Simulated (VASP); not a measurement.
# Mn (P6_3/mmc) in VASP: notebook

Runs on Mn. Level: PBE. Tasks: single point.

Program: VASP 6.6.1. These are calculated values, not measurements. Logs are shortened: lines on timing, memory, paths and dates and some standing lists are left out, and cuts for length are marked.

### Step 1. The cell of the first run

It takes space group P6_3/mmc (No. 194, hexagonal). The conventional cell has a = 2.486 Å, b = 2.486 Å, c = 8.031 Å, α = 90.00°, β = 90.00°, γ = 120.00°. Within 3.3 Å of Mn (site symmetry -3m) lie 12 Mn at 2.47 to 2.49 Å. Mn (site symmetry -6m2) has 12 Mn at 2.47 to 2.49 Å within 3.3 Å.

This isn't the form of Mn at room conditions, which is a 58-atom cubic cell.

### Step 2. Single point, PBE, collinear spin, ferrimagnetic start

Contents of INCAR:

```
SYSTEM = Mn
PREC = Accurate
ENCUT = 500
EDIFF = 1E-6
ISMEAR = -1
SIGMA = 0.05
LREAL = .False.
LASPH = .True.
NELM = 200
ALGO = Normal
ISIF = 2
LWAVE = .False.
LCHARG = .True.
ISPIN = 2
MAGMOM = 0.442 0.442 -0.393 -0.393
LORBIT = 11
LMAXMIX = 4
GGA = PE
LELF = .True.
LVHAR = .True.
NBANDS = 38
GGA_COMPAT = .False.
```

Contents of KPOINTS:

```
Automatic mesh
0
Gamma
  19 19 5
  0 0 0
```

Contents of POSCAR:

```
Mn
1.0
    2.4857737871      0.0000000000      0.0000000000
   -1.2428868935      2.1527432477      0.0000000000
    0.0000000000      0.0000000000      8.0309848956
Mn
4
Direct
    1.0000000000      0.0000000000      0.0000000000
    1.0000000000      0.0000000000      0.5000000000
    0.3333333333      0.6666666667      0.2500000000
    0.6666666667      0.3333333333      0.7500000000
```

Potentials or basis: VASP PAW PBE potentials, release 64 (Mn_pv).

Run with:

```sh
cat potpaw_PBE.64/Mn_pv/POTCAR > POTCAR
mpirun -np 1 vasp_std > vasp.out
```

OUTCAR:

```text
SYSTEM = Mn
   PREC = Accurate
   ENCUT = 500
   EDIFF = 1E-6
   ISMEAR = -1
   LREAL = .False.
   LASPH = .True.
   NELM = 200
   ISIF = 2
   ISPIN = 2
   LORBIT = 11
   GGA = PE

 ion  position               nearest neighbor table
   1  0.000  0.000  0.000-   3 2.47   4 2.47   3 2.47   4 2.47   4 2.47   3 2.47
   2  0.000  0.000  0.500-   3 2.47   4 2.47   3 2.47   4 2.47   4 2.47   3 2.47
   3  0.333  0.667  0.250-   1 2.47   2 2.47   1 2.47   2 2.47   1 2.47   2 2.47
   4  0.667  0.333  0.750-   1 2.47   2 2.47   1 2.47   2 2.47   1 2.47   2 2.47

  LATTYP: Found a hexagonal cell.
 ALAT       =     2.4857737871
 C/A-ratio  =     3.2307786562

  Lattice vectors:

 A1 = (   2.4857737871,   0.0000000000,   0.0000000000)
 A2 = (  -1.2428868935,   2.1527432477,   0.0000000000)
 A3 = (   0.0000000000,   0.0000000000,   8.0309848956)

Analysis of symmetry for initial positions (statically):
=====================================================================
 Subroutine PRICEL returns:
 Original cell was already a primitive cell.

 Routine SETGRP: Setting up the symmetry group for a
 hexagonal supercell.

 Subroutine GETGRP returns: Found 24 space group operations
 (whereof 12 operations were pure point group operations)
 out of a pool of 24 trial point group operations.

The static configuration has the point symmetry D_3d.
 The point group associated with its full space group is D_6h.

Analysis of symmetry for dynamics (positions and initial velocities):
=====================================================================
 Subroutine PRICEL returns:
 Original cell was already a primitive cell.

 Routine SETGRP: Setting up the symmetry group for a
 hexagonal supercell.

 Subroutine GETGRP returns: Found 24 space group operations
 (whereof 12 operations were pure point group operations)
 out of a pool of 24 trial point group operations.

The dynamic configuration has the point symmetry D_3d.
 The point group associated with its full space group is D_6h.

Analysis of structural, dynamic, and magnetic symmetry:
=====================================================================
 Subroutine PRICEL returns:
 Original cell was already a primitive cell.

 Routine SETGRP: Setting up the symmetry group for a
 hexagonal supercell.

 Subroutine GETGRP returns: Found 24 space group operations
 (whereof 12 operations were pure point group operations)
 out of a pool of 24 trial point group operations.

The overall configuration has the point symmetry D_3d.
 The point group associated with its full space group is D_6h.

 Subroutine INISYM returns: Found 24 space group operations
 (whereof 12 operations are pure point group operations),
 and found     1 'primitive' translations

----------------------------------------------------------------------------------------

                                     Primitive cell

  volume of cell :      42.9757

  direct lattice vectors                    reciprocal lattice vectors
     2.485773787  0.000000000  0.000000000     0.402289221  0.232261790  0.000000000
    -1.242886893  2.152743248  0.000000000     0.000000000  0.464523580  0.000000000
     0.000000000  0.000000000  8.030984896     0.000000000  0.000000000  0.124517729

  length of vectors
     2.485773787  2.485773787  8.030984896     0.464523580  0.464523580  0.124517729

  position of ions in fractional coordinates (direct lattice)
     0.000000000  0.000000000  0.000000000
     0.000000000  0.000000000  0.500000000
     0.333333333  0.666666667  0.250000000
     0.666666667  0.333333333  0.750000000

  ion indices of the primitive-cell ions
   primitive index   ion index
                 1           1
                 2           2
                 3           3
                 4           4

----------------------------------------------------------------------------------------

 KPOINTS: Automatic mesh

Automatic generation of k-mesh.
 Grid dimensions read from file:
 generate k-points for:   19   19    5

 Generating k-lattice:

  Cartesian coordinates                     Fractional coordinates (reciprocal lattice)
     0.021173117  0.012224305  0.000000000     0.052631579 -0.000000000  0.000000000
     0.000000000  0.024448609  0.000000000     0.000000000  0.052631579  0.000000000
     0.000000000  0.000000000  0.024903546     0.000000000  0.000000000  0.200000000

  Length of vectors
     0.024448609  0.024448609  0.024903546

  Shift w.r.t. Gamma in fractional coordinates (k-lattice)
     0.000000000  0.000000000  0.000000000

 Subroutine IBZKPT returns following result:
 ===========================================

 Found    120 irreducible k-points:

 Following reciprocal coordinates:
            Coordinates               Weight
  0.000000  0.000000  0.000000      1.000000
  0.052632  0.000000  0.000000      6.000000
  0.105263  0.000000  0.000000      6.000000
  0.157895  0.000000  0.000000      6.000000
  0.210526  0.000000  0.000000      6.000000
  0.263158  0.000000  0.000000      6.000000
[... 16 lines left out ...]
  0.263158  0.105263  0.000000     12.000000
  0.315789  0.105263  0.000000     12.000000
 [... further k-points ...]
   k-points           NKPTS =    120   k-points in BZ     NKDIM =    120   number of bands    NBANDS=     38
   number of dos      NEDOS =    301   number of ions     NIONS =      4
   total plane-waves  NPLWV =  19440
   dimension x,y,z NGX =    18 NGY =   18 NGZ =   60
   dimension x,y,z NGXF=    36 NGYF=   36 NGZF=  120
   ions per type =               4
   NGX,Y,Z   is equivalent  to a cutoff of  12.04, 12.04, 12.42 a.u.
   NGXF,Y,Z  is equivalent  to a cutoff of  24.08, 24.08, 24.84 a.u.
 SYSTEM =  Mn
   PREC   = accura    normal or accurate (medium, high low for compatibility)
   ISTART =      0    job   : 0-new  1-cont  2-samecut
   ICHARG =      2    charge: 1-file 2-atom 10-const
   ISPIN  =      2    spin polarized calculation?
   LNONCOLLINEAR =      F non collinear calculations
   LSORBIT =      F    spin-orbit coupling
   LASPH  =      T    aspherical Exc in radial PAW
   ENCUT  =  500.0 eV  36.75 Ry    6.06 a.u.   4.53  4.53 14.64*2*pi/ulx,y,z
   NELM   =    200;   NELMIN=  2; NELMDL= -5     # of ELM steps
   EDIFF  = 0.1E-05   stopping-criterion for ELM
   LREAL  =      F    real-space projection
[... 7 lines left out ...]
   TEBEG  =    0.0;   TEEND  =   0.0 temperature during run
   PSTRESS=    0.0 pullay stress
   NELECT =      52.0000    total number of electrons
   NUPDOWN=      -1.0000    fix difference up-down
   EMIN   =  10.00;   EMAX   =-10.00  energy-range for DOS
   EFERMI =   0.00;   METHOD = LEGACY
   ISMEAR =    -1;   SIGMA  =   0.05  broadening in eV -4-tet -1-fermi 0-gaus
   EFERMI_NEDOS =   21; number of points for ismear=-14 and -15
   IALGO  =     38    algorithm
   IMIX   =      4    mixing-type and parameters
     AMIX     =   0.40;   BMIX     =  1.00
     AMIX_MAG =   1.60;   BMIX_MAG =  1.00
  volume/ion in A,a.u.               =      10.74        72.50
  Fermi-wavevector in a.u.,A,eV,Ry     =   1.744490  3.296607 41.405850  3.043244
  Thomas-Fermi vector in A             =   2.816360
   LORBIT       =     11    0 simple, 1 ext, 2 COOP (PROOUT), +10 PAW based schemes
   GGA     = PE    functional components
   LHFCALC =     F    Hartree Fock is set to
   AEXX    =    0.0000 exact exchange contribution
   IVDW    =     0    specifies the selected vdW correction
   LEPSILON=     F    determine dielectric tensor
   LRPA    =     F    only Hartree local field effects (RPA)
 spin polarized calculation
  energy-cutoff  :      500.00
  volume of cell :       42.98
 maximum number of plane-waves:      1114
 NGX is ok and might be reduce to    18
   NGX =  9   NGY =  9   NGZ = 29

 number of electron      52.0000046 magnetization       0.1221339

 Free energy of the ion-electron system (eV)
  ---------------------------------------------------
  ext. energy  EPLUGINS =         0.00000000
  ---------------------------------------------------
  free energy    TOTEN  =       -35.80170062 eV

  energy without entropy =      -35.76042328  energy(sigma->0) =      -35.78106195

 E-fermi :  10.4416     XC(G=0): -14.0180

 val. band max:       10.4387350469   @ k =   0.3158   0.3158   0.4000
 cond. band min:      10.4431737980   @ k =   0.3158   0.1579   0.2000
 fundamental gap:      0.0044387511
 Fermi energy:        10.4416476866

 spin component 1

 k-point     1 :       0.0000    0.0000    0.0000
  band No.  band energies     occupation
      1     -37.9756      1.00000
      2     -37.7692      1.00000
      3     -37.4222      1.00000
      4     -37.4222      1.00000
      5     -37.4162      1.00000
      6     -37.4162      1.00000
[... 30 lines left out ...]
     37      19.6981      0.00000
     38      27.0969      0.00000

 k-point     2 :       0.0526    0.0000    0.0000
  band No.  band energies     occupation
      1     -37.9694      1.00000
      2     -37.7686      1.00000
      3     -37.4398      1.00000
      4     -37.4375      1.00000
      5     -37.4260      1.00000
      6     -37.4198      1.00000
[... 30 lines left out ...]
     37      19.6964      0.00000
     38      27.1592      0.00000

 k-point     3 :       0.1053    0.0000    0.0000
  band No.  band energies     occupation
      1     -37.9514      1.00000
      2     -37.7673      1.00000
      3     -37.4986      1.00000
      4     -37.4817      1.00000
      5     -37.4372      1.00000
      6     -37.4301      1.00000
[... 30 lines left out ...]
     37      19.6948      0.00000
[... 781 lines left out ...]
 k-point    23 :       0.2632    0.1053    0.0000
  band No.  band energies     occupation
      1     -37.8629      1.00000
      2     -37.8203      1.00000
      3     -37.7850      1.00000
      4     -37.7792      1.00000
      5     -37.5513      1.00000
      6     -37.5395      1.00000
[... 30 lines left out ...]
     37      19.8204      0.00000
     38      22.7271      0.00000

 k-point    24 :       0.3158    0.1053    0.0000
  band No.  band energies     occupation
      1     -37.9282      1.00000
      2     -37.8858      1.00000
      3     -37.7937      1.00000
      4     -37.7485      1.00000
      5     -37.5751      1.00000
      6     -37.5632      1.00000
[... 30 lines left out ...]
     37      19.8173      0.00000
     38      21.6668      0.00000

 [... further k-points ...]

 spin component 2

 k-point     1 :       0.0000    0.0000    0.0000
  band No.  band energies     occupation
      1     -37.9848      1.00000
      2     -37.8050      1.00000
      3     -37.3864      1.00000
      4     -37.3864      1.00000
      5     -37.3805      1.00000
      6     -37.3805      1.00000
[... 30 lines left out ...]
     37      19.7075      0.00000
     38      27.0748      0.00000

 k-point     2 :       0.0526    0.0000    0.0000
  band No.  band energies     occupation
      1     -37.9790      1.00000
      2     -37.8043      1.00000
      3     -37.4030      1.00000
      4     -37.4008      1.00000
      5     -37.3903      1.00000
      6     -37.3841      1.00000
[... 30 lines left out ...]
     37      19.7060      0.00000
     38      27.1400      0.00000

 k-point     3 :       0.1053    0.0000    0.0000
  band No.  band energies     occupation
      1     -37.9620      1.00000
      2     -37.8025      1.00000
      3     -37.4596      1.00000
      4     -37.4448      1.00000
      5     -37.4014      1.00000
      6     -37.3944      1.00000
[... 30 lines left out ...]
     37      19.7046      0.00000
[... 781 lines left out ...]
 k-point    23 :       0.2632    0.1053    0.0000
  band No.  band energies     occupation
      1     -37.8317      1.00000
      2     -37.8229      1.00000
      3     -37.7912      1.00000
      4     -37.7725      1.00000
      5     -37.5146      1.00000
      6     -37.5084      1.00000
[... 30 lines left out ...]
     37      19.8330      0.00000
     38      22.7272      0.00000

 k-point    24 :       0.3158    0.1053    0.0000
  band No.  band energies     occupation
      1     -37.8914      1.00000
      2     -37.8384      1.00000
      3     -37.8329      1.00000
      4     -37.7652      1.00000
      5     -37.5381      1.00000
      6     -37.5320      1.00000
[... 30 lines left out ...]
     37      19.8492      0.00000
     38      21.6537      0.00000

 [... further k-points ...]

------------------------ aborting loop because EDIFF is reached ----------------------------------------

  FORCE on cell =-STRESS in cart. coord.  units (eV):
  Direction    XX          YY          ZZ          XY          YZ          ZX
  --------------------------------------------------------------------------------------
  -------------------------------------------------------------------------------------
  Total        0.0089006      0.0089006     -0.0258950      0.0000000     -0.0000000      0.0000000
  in kB        0.3318229      0.3318229     -0.9653932      0.0000000     -0.0000000      0.0000000
  external PRESSURE =      -0.1005824 kB  Pullay stress =       0.0000000 kB

 VOLUME and BASIS-vectors are now :
 -----------------------------------------------------------------------------
  energy-cutoff  :      500.00
  volume of cell :       42.98
      direct lattice vectors                 reciprocal lattice vectors
     2.485773787  0.000000000  0.000000000     0.402289221  0.232261790  0.000000000
    -1.242886893  2.152743248  0.000000000     0.000000000  0.464523580  0.000000000
     0.000000000  0.000000000  8.030984896     0.000000000  0.000000000  0.124517729

 POSITION                                       TOTAL-FORCE (eV/Angst)
 -----------------------------------------------------------------------------------
      0.00000      0.00000      0.00000        -0.000000      0.000000      0.000000
      0.00000      0.00000      4.01549        -0.000000      0.000000      0.000000
     -0.00000      1.43516      2.00775         0.000000      0.000000      0.000000
      1.24289      0.71758      6.02324        -0.000000     -0.000000     -0.000000
 -----------------------------------------------------------------------------------
    total drift:                                0.000000     -0.000000      0.000000

  FREE ENERGIE OF THE ION-ELECTRON SYSTEM (eV)
  ---------------------------------------------------
  free  energy   TOTEN  =       -35.8017006198 eV

  energy  without entropy=      -35.7604232812  energy(sigma->0) =      -35.78106195

 total charge

# of ion       s       p       d       tot
------------------------------------------
    1        0.427   6.399   5.163  11.990
    2        0.427   6.399   5.163  11.990
    3        0.427   6.401   5.153  11.981
    4        0.427   6.401   5.153  11.981
--------------------------------------------------
tot          1.709  25.600  20.633  47.942

 magnetization (x)

# of ion       s       p       d       tot
------------------------------------------
    1        0.004   0.006   0.484   0.493
    2        0.004   0.006   0.484   0.493
    3       -0.003  -0.007  -0.422  -0.433
    4       -0.003  -0.007  -0.422  -0.433
--------------------------------------------------
tot          0.001  -0.003   0.123   0.121
```

Run time: 8.6 min. Hardware: 1 thread of Intel Xeon Platinum 8259CL at 2.50GHz (Skylake/Cascade Lake), shared host; peak memory 0.34 GiB.

What came out:

* Free energy: -35.8017 eV
* Pressure: 0.0 GPa
* Net moment: 0.12 μB per cell
* Site moments: Mn +0.49, -0.43 (each value once) μB
* Valence electrons inside the program's atomic spheres: Mn 11.99, 11.98 (each value once)

Stress tensor (GPa, compression positive):
```
 0.03  0.00  0.00
 0.00  0.03  0.00
 0.00  0.00 -0.10
```

Levels at points of the mesh, in eV from the Fermi level:
Spin up:
```tsv
k point	band 24	band 25	band 26	band 27	band 28	band 29
(0.00, 0.00, 0.00)	-0.79	-0.79	-0.59	-0.59	0.07	0.07
```
Spin down:
```csv
k point,band 23,band 24,band 25,band 26,band 27,band 28,band 29,band 30
"(0.00, 0.00, 0.00)",-0.99,-0.92,-0.92,-0.54,-0.54,0.40,0.40,0.45
```

(Part 1 of 2 ends here.)
